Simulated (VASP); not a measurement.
# As (Fm-3m) in VASP: single point with PBE

Aim: the single point of As with PBE.

Program: VASP 6.6.1. These are calculated values, not measurements. Logs are shortened: lines on timing, memory, paths and dates and some standing lists are left out, and cuts for length are marked.

## 1. The cell of the first run

It takes space group Fm-3m (No. 225, cubic). Conventional cell: a = 4.083 Å, b = 4.083 Å, c = 4.083 Å, α = 90.00°, β = 90.00°, γ = 90.00°. As (site symmetry m-3m) has 12 As at 2.89 Å within 3.8 Å.

## 2. Single point, PBE (volume scaled by 0.88)

Contents of INCAR:

```
PREC     = Accurate       # precision mode
ENCUT    = 520            # plane-wave cutoff, eV
EDIFF    = 1E-6           # SCF threshold, eV
ISMEAR   = -1             # smearing method
SIGMA    = 0.05           # smearing width, eV
LREAL    = False          # projectors in reciprocal space
LASPH    = True           # aspherical terms in the spheres
NELM     = 80             # most SCF steps
ALGO     = Normal         # electronic algorithm
ISIF     = 2              # what is computed and relaxed
LWAVE    = False          # write WAVECAR
LCHARG   = True           # write CHGCAR
GGA      = PE             # functional
LELF     = True           # ELF
LVHAR    = True         
NBANDS   = 8              # bands
```

Contents of KPOINTS:

```
Automatic mesh
0
Gamma
  15 15 15
```

Contents of POSCAR:

```
As
1.0
    0.0000000000      2.0412833827      2.0412833827
    2.0412833827      0.0000000000      2.0412833827
    2.0412833827      2.0412833827      0.0000000000
As
1
Direct
    0.0000000000      0.0000000000      0.0000000000
```

Potentials or basis: VASP PAW PBE potentials, release 64 (As).

Run with:

```sh
$ cat potpaw_PBE.64/As/POTCAR > POTCAR
$ mpirun -np 1 vasp_std > vasp.out
```

OUTCAR:

```text
PREC = Accurate
   ENCUT = 520
   EDIFF = 1E-6
   ISMEAR = -1
   LREAL = False
   LASPH = True
   NELM = 80
   ISIF = 2
   GGA = PE

 ion  position               nearest neighbor table
   1  0.000  0.000  0.000-

  LATTYP: Found a face centered cubic cell.
 ALAT       =     4.0825667654

  Lattice vectors:

 A1 = (   0.0000000000,   2.0412833827,   2.0412833827)
 A2 = (   2.0412833827,   0.0000000000,   2.0412833827)
 A3 = (   2.0412833827,   2.0412833827,   0.0000000000)

Analysis of symmetry for initial positions (statically):
=====================================================================
 Subroutine PRICEL returns:
 Original cell was already a primitive cell.

 Routine SETGRP: Setting up the symmetry group for a
 face centered cubic supercell.

 Subroutine GETGRP returns: Found 48 space group operations
 (whereof 48 operations were pure point group operations)
 out of a pool of 48 trial point group operations.

The static configuration has the point symmetry O_h .

Analysis of symmetry for dynamics (positions and initial velocities):
=====================================================================
 Subroutine PRICEL returns:
 Original cell was already a primitive cell.

 Routine SETGRP: Setting up the symmetry group for a
 face centered cubic supercell.

 Subroutine GETGRP returns: Found 48 space group operations
 (whereof 48 operations were pure point group operations)
 out of a pool of 48 trial point group operations.

The dynamic configuration has the point symmetry O_h .

 Subroutine INISYM returns: Found 48 space group operations
 (whereof 48 operations are pure point group operations),
 and found     1 'primitive' translations

----------------------------------------------------------------------------------------

                                     Primitive cell

  volume of cell :      17.0114

  direct lattice vectors                    reciprocal lattice vectors
     0.000000000  2.041283383  2.041283383    -0.244943943  0.244943943  0.244943943
     2.041283383  0.000000000  2.041283383     0.244943943 -0.244943943  0.244943943
     2.041283383  2.041283383  0.000000000     0.244943943  0.244943943 -0.244943943

  length of vectors
     2.886810644  2.886810644  2.886810644     0.424255354  0.424255354  0.424255354

  position of ions in fractional coordinates (direct lattice)
     0.000000000  0.000000000  0.000000000

  ion indices of the primitive-cell ions
   primitive index   ion index
                 1           1

----------------------------------------------------------------------------------------

 KPOINTS: Automatic mesh

Automatic generation of k-mesh.
 Grid dimensions read from file:
 generate k-points for:   15   15   15

 Generating k-lattice:

  Cartesian coordinates                     Fractional coordinates (reciprocal lattice)
    -0.016329596  0.016329596  0.016329596     0.066666667  0.000000000  0.000000000
     0.016329596 -0.016329596  0.016329596     0.000000000  0.066666667  0.000000000
     0.016329596  0.016329596 -0.016329596     0.000000000  0.000000000  0.066666667

  Length of vectors
     0.028283690  0.028283690  0.028283690

  Shift w.r.t. Gamma in fractional coordinates (k-lattice)
     0.000000000  0.000000000  0.000000000

 Subroutine IBZKPT returns following result:
 ===========================================

 Found    120 irreducible k-points:

 Following reciprocal coordinates:
            Coordinates               Weight
  0.000000  0.000000  0.000000      1.000000
  0.066667  0.000000  0.000000      8.000000
  0.133333  0.000000  0.000000      8.000000
  0.200000  0.000000  0.000000      8.000000
  0.266667  0.000000  0.000000      8.000000
  0.333333  0.000000  0.000000      8.000000
[... 16 lines left out ...]
  0.133333  0.133333  0.000000      6.000000
  0.200000  0.133333  0.000000     24.000000
 [... further k-points ...]
   k-points           NKPTS =    120   k-points in BZ     NKDIM =    120   number of bands    NBANDS=      8
   number of dos      NEDOS =    301   number of ions     NIONS =      1
   total plane-waves  NPLWV =  13824
   dimension x,y,z NGX =    24 NGY =   24 NGZ =   24
   dimension x,y,z NGXF=    48 NGYF=   48 NGZF=   48
   ions per type =               1
   NGX,Y,Z   is equivalent  to a cutoff of  13.82, 13.82, 13.82 a.u.
   NGXF,Y,Z  is equivalent  to a cutoff of  27.64, 27.64, 27.64 a.u.
 SYSTEM =  unknown system
   PREC   = accura    normal or accurate (medium, high low for compatibility)
   ISTART =      0    job   : 0-new  1-cont  2-samecut
   ICHARG =      2    charge: 1-file 2-atom 10-const
   ISPIN  =      1    spin polarized calculation?
   LNONCOLLINEAR =      F non collinear calculations
   LSORBIT =      F    spin-orbit coupling
   LASPH  =      T    aspherical Exc in radial PAW
   ENCUT  =  520.0 eV  38.22 Ry    6.18 a.u.   5.37  5.37  5.37*2*pi/ulx,y,z
   NELM   =     80;   NELMIN=  2; NELMDL= -5     # of ELM steps
   EDIFF  = 0.1E-05   stopping-criterion for ELM
   LREAL  =      F    real-space projection
[... 7 lines left out ...]
   TEBEG  =    0.0;   TEEND  =   0.0 temperature during run
   PSTRESS=    0.0 pullay stress
   NELECT =       5.0000    total number of electrons
   NUPDOWN=      -1.0000    fix difference up-down
   EMIN   =  10.00;   EMAX   =-10.00  energy-range for DOS
   EFERMI =   0.00;   METHOD = LEGACY
   ISMEAR =    -1;   SIGMA  =   0.05  broadening in eV -4-tet -1-fermi 0-gaus
   EFERMI_NEDOS =   21; number of points for ismear=-14 and -15
   IALGO  =     38    algorithm
   IMIX   =      4    mixing-type and parameters
     AMIX     =   0.40;   BMIX     =  1.00
     AMIX_MAG =   1.60;   BMIX_MAG =  1.00
  volume/ion in A,a.u.               =      17.01       114.80
  Fermi-wavevector in a.u.,A,eV,Ry     =   1.088474  2.056918 16.119862  1.184776
  Thomas-Fermi vector in A             =   2.224657
   LORBIT       =      0    0 simple, 1 ext, 2 COOP (PROOUT), +10 PAW based schemes
   GGA     = PE    functional components
   LHFCALC =     F    Hartree Fock is set to
   AEXX    =    0.0000 exact exchange contribution
   IVDW    =     0    specifies the selected vdW correction
   LEPSILON=     F    determine dielectric tensor
   LRPA    =     F    only Hartree local field effects (RPA)
 non-spin polarized calculation
  energy-cutoff  :      520.00
  volume of cell :       17.01
 maximum number of plane-waves:       477
 NGX is ok and might be reduce to    24
   NGX = 11   NGY = 11   NGZ = 11

 number of electron       5.0000000 magnetization

 Free energy of the ion-electron system (eV)
  ---------------------------------------------------
  ext. energy  EPLUGINS =         0.00000000
  ---------------------------------------------------
  free energy    TOTEN  =        -4.04589875 eV

  energy without entropy =       -4.04081697  energy(sigma->0) =       -4.04335786

 E-fermi :   7.9780     XC(G=0): -11.2814

 val. band max:        7.9775289923   @ k =  -0.4000   0.4667   0.0667
 cond. band min:       8.0021151854   @ k =  -0.1333   0.2000   0.0667
 fundamental gap:      0.0245861931
 Fermi energy:         7.9779653526

 k-point     1 :       0.0000    0.0000    0.0000
  band No.  band energies     occupation
      1      -8.3306      2.00000
      2      14.6098      0.00000
      3      14.6098      0.00000
      4      14.6098      0.00000
      5      20.7092      0.00000
      6      20.7092      0.00000
      7      20.7092      0.00000
      8      23.0760      0.00000

 k-point     2 :       0.0667    0.0000    0.0000
  band No.  band energies     occupation
      1      -8.2149      2.00000
      2      13.5798      0.00000
      3      14.4561      0.00000
      4      14.4561      0.00000
      5      20.2342      0.00000
      6      20.9849      0.00000
      7      20.9849      0.00000
      8      24.1746      0.00000

 k-point     3 :       0.1333    0.0000    0.0000
  band No.  band energies     occupation
      1      -7.8684      2.00000
      2      11.3458      0.00000
      3      14.0831      0.00000
      4      14.0831      0.00000
      5      19.6241      0.00000
      6      21.6010      0.00000
      7      21.6010      0.00000
      8      25.1091      0.00000

 k-point     4 :       0.2000    0.0000    0.0000
  band No.  band energies     occupation
      1      -7.2943      2.00000
      2       8.8169      0.00000
      3      13.6434      0.00000
      4      13.6434      0.00000
      5      19.1408      0.00000
      6      21.8023      0.00000
      7      21.8023      0.00000
      8      24.9795      0.00000

 k-point     5 :       0.2667    0.0000    0.0000
  band No.  band energies     occupation
      1      -6.5000      2.00000
      2       6.3284      2.00000
      3      13.2403      0.00000
      4      13.2403      0.00000
      5      18.8036      0.00000
      6      21.1823      0.00000
      7      21.1823      0.00000
      8      24.0104      0.00000

 k-point     6 :       0.3333    0.0000    0.0000
  band No.  band energies     occupation
      1      -5.5049      2.00000
      2       4.0139      2.00000
      3      12.9228      0.00000
      4      12.9228      0.00000
      5      18.6088      0.00000
      6      20.4312      0.00000
      7      20.4312      0.00000
      8      23.0160      0.00000

 k-point     7 :       0.4000    0.0000    0.0000
  band No.  band energies     occupation
      1      -4.3700      2.00000
      2       1.9817      2.00000
      3      12.7090      0.00000
      4      12.7090      0.00000
      5      18.5287      0.00000
      6      19.8641      0.00000
      7      19.8641      0.00000
      8      22.2734      0.00000

 k-point     8 :       0.4667    0.0000    0.0000
  band No.  band energies     occupation
      1      -3.3554      2.00000
      2       0.5141      2.00000
      3      12.6024      0.00000
      4      12.6024      0.00000
      5      18.5131      0.00000
      6      19.5668      0.00000
      7      19.5668      0.00000
      8      21.8719      0.00000

 k-point     9 :       0.0667    0.0667    0.0000
  band No.  band energies     occupation
      1      -8.1763      2.00000
      2      14.0093      0.00000
      3      14.0093      0.00000
      4      14.0434      0.00000
      5      19.4937      0.00000
      6      21.5091      0.00000
      7      21.5091      0.00000
      8      24.0791      0.00000

 k-point    10 :       0.1333    0.0667    0.0000
  band No.  band energies     occupation
      1      -7.9066      2.00000
      2      12.1455      0.00000
      3      13.4527      0.00000
      4      14.0525      0.00000
      5      19.0662      0.00000
      6      21.8168      0.00000
      7      22.3268      0.00000
      8      23.1228      0.00000
[... 78 lines left out ...]
 k-point    18 :      -0.3333    0.0667    0.0000
  band No.  band energies     occupation
      1      -5.0371      2.00000
      2       3.3918      2.00000
      3      11.5172      0.00000
      4      13.1030      0.00000
      5      19.2455      0.00000
      6      19.7006      0.00000
      7      20.1387      0.00000
      8      24.1830      0.00000

 k-point    19 :      -0.2667    0.0667    0.0000
  band No.  band energies     occupation
      1      -6.0880      2.00000
      2       5.6171      2.00000
      3      11.6942      0.00000
      4      13.5762      0.00000
      5      19.3665      0.00000
      6      20.5980      0.00000
      7      20.6558      0.00000
      8      24.7666      0.00000

 k-point    20 :      -0.2000    0.0667    0.0000
  band No.  band energies     occupation
      1      -6.9515      2.00000
      2       8.0405      0.44534
      3      12.0389      0.00000
      4      14.0540      0.00000
      5      19.5620      0.00000
      6      21.3009      0.00000
      7      21.6129      0.00000
      8      23.9519      0.00000

 k-point    21 :      -0.1333    0.0667    0.0000
  band No.  band energies     occupation
      1      -7.5997      2.00000
      2      10.5291      0.00000
      3      12.5508      0.00000
      4      14.4479      0.00000
      5      19.7878      0.00000
      6      21.4045      0.00000
      7      22.1178      0.00000
      8      23.7596      0.00000

 k-point    22 :      -0.0667    0.0667    0.0000
  band No.  band energies     occupation
      1      -8.0222      2.00000
      2      12.6643      0.00000
      3      13.3431      0.00000
      4      14.6204      0.00000
      5      19.9430      0.00000
      6      20.9919      0.00000
      7      21.7001      0.00000
      8      24.5569      0.00000

 k-point    23 :       0.1333    0.1333    0.0000
  band No.  band energies     occupation
      1      -7.7140      2.00000
      2      12.6585      0.00000
      3      12.7668      0.00000
      4      12.7668      0.00000
      5      17.8295      0.00000
      6      21.3739      0.00000
      7      23.3267      0.00000
      8      23.3267      0.00000

 k-point    24 :       0.2000    0.1333    0.0000
  band No.  band energies     occupation
      1      -7.2920      2.00000
      2      10.5958      0.00000
      3      12.1561      0.00000
      4      12.7266      0.00000
      5      17.5853      0.00000
      6      20.0734      0.00000
      7      23.7194      0.00000
      8      24.2022      0.00000

 [... further k-points ...]
[... 5 lines left out ...]
  --------------------------------------------------------------------------------------
  -------------------------------------------------------------------------------------
  Total        1.4443619      1.4443619      1.4443619      0.0000000      0.0000000      0.0000000
  in kB      136.0337663    136.0337663    136.0337663      0.0000000      0.0000000      0.0000000
  external PRESSURE =     136.0337663 kB  Pullay stress =       0.0000000 kB

 VOLUME and BASIS-vectors are now :
 -----------------------------------------------------------------------------
  energy-cutoff  :      520.00
  volume of cell :       17.01
      direct lattice vectors                 reciprocal lattice vectors
     0.000000000  2.041283383  2.041283383    -0.244943943  0.244943943  0.244943943
     2.041283383  0.000000000  2.041283383     0.244943943 -0.244943943  0.244943943
     2.041283383  2.041283383  0.000000000     0.244943943  0.244943943 -0.244943943

 POSITION                                       TOTAL-FORCE (eV/Angst)
 -----------------------------------------------------------------------------------
      0.00000      0.00000      0.00000         0.000000      0.000000      0.000000
 -----------------------------------------------------------------------------------
    total drift:                               -0.000000      0.000000     -0.000000

  FREE ENERGIE OF THE ION-ELECTRON SYSTEM (eV)
  ---------------------------------------------------
  free  energy   TOTEN  =        -4.0458987469 eV

  energy  without entropy=       -4.0408169746  energy(sigma->0) =       -4.04335786
```

Run time: 7.6 s. Hardware: 1 thread of Intel Xeon Platinum 8259CL at 2.50GHz (Skylake/Cascade Lake), shared host; peak memory 0.15 GiB.

What came out:

```yaml
Free_energy: -4.0459 eV
Pressure: 13.6 GPa
```
